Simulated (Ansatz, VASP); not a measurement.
# One calculation of Au, two programs

File POSCAR:

```
Au
1.0
   -1.8003687769      1.8003687769      1.4042876459
    1.8003687769     -1.8003687769      1.4042876459
    1.8003687769      1.8003687769     -1.4042876459
Au
1
Direct
    0.0000000000      0.0000000000      0.0000000000
```

The input INCAR.step1:

```
ALGO     = Normal         # electronic algorithm
EDIFF    = 1E-4           # SCF threshold, eV
ENCUT    = 520            # plane-wave cutoff, eV
GGA      = PE             # functional
ISMEAR   = 0              # smearing method
LASPH    = True           # aspherical terms in the spheres
LCHARG   = False          # write CHGCAR
LREAL    = False          # projectors in reciprocal space
LWAVE    = True           # write WAVECAR
NBANDS   = 12             # bands
NELM     = 100            # most SCF steps
PREC     = Accurate       # precision mode
SIGMA    = 0.15           # smearing width, eV
```

Contents of INCAR.step2:

```
ALGO     = Normal         # electronic algorithm
EDIFF    = 1E-6           # SCF threshold, eV
ENCUT    = 520            # plane-wave cutoff, eV
ISIF     = 2              # what is computed and relaxed
ISMEAR   = 0              # smearing method
ISTART   = 1            
LASPH    = True           # aspherical terms in the spheres
LCHARG   = False          # write CHGCAR
LMIXTAU  = True         
LREAL    = False          # projectors in reciprocal space
LWAVE    = False          # write WAVECAR
METAGGA  = R2SCAN         # meta-GGA
NBANDS   = 12             # bands
NELM     = 100            # most SCF steps
PREC     = Accurate       # precision mode
SIGMA    = 0.15           # smearing width, eV
```

Contents of KPOINTS:

```
k-points
0
Gamma
  22 22 22
```

Input for Ansatz:

```yaml
crystal:
  lattice:
    - [-1.8003687769, 1.8003687769, 1.4042876459]
    - [1.8003687769, -1.8003687769, 1.4042876459]
    - [1.8003687769, 1.8003687769, -1.4042876459]
  atoms:
    - { symbol: Au, position: [0.0, 0.0, 0.0] }
basis:
  ecutwfc: 500
kpoints:
  mp_grid: { grid: [22, 22, 22] }
hamiltonian:
  xc: r2scan
scf:
  occupations: { method: gaussian, width: 0.15 }
output:
  forces: true
  stress: true
  eigenvalues: true
```

Alike in both runs: task single point; functional r2SCAN; k mesh 22 × 22 × 22; occupations gaussian, width 0.15 eV; no spin polarisation.

```csv
,VASP,Ansatz
version,VASP 6.6.1,Ansatz 0.2.0
potentials or method,"VASP PAW PBE potentials, release 64 (Au), cutoff 520 eV","scalar-relativistic, plane waves, PAW"
valence electrons in the cell,11,19
```

```csv
,VASP,Ansatz,Ansatz less VASP
gap on the k mesh at the Fermi level (eV),none,none,-
pressure (GPa),-2.4,-2.6,-0.25
"traceless stress, the component that is largest in VASP (GPa)",1.97,1.90,-0.067
```

VASP's potentials were made for PBE, not for r2SCAN. A gap of «none» marks a metal or a gap that the smearing closes. VASP's potentials hold 11 valence electrons a cell and Ansatz's 19, so a difference there can come from the potentials and not from the codes.

Neither program's run includes spin-orbit coupling.
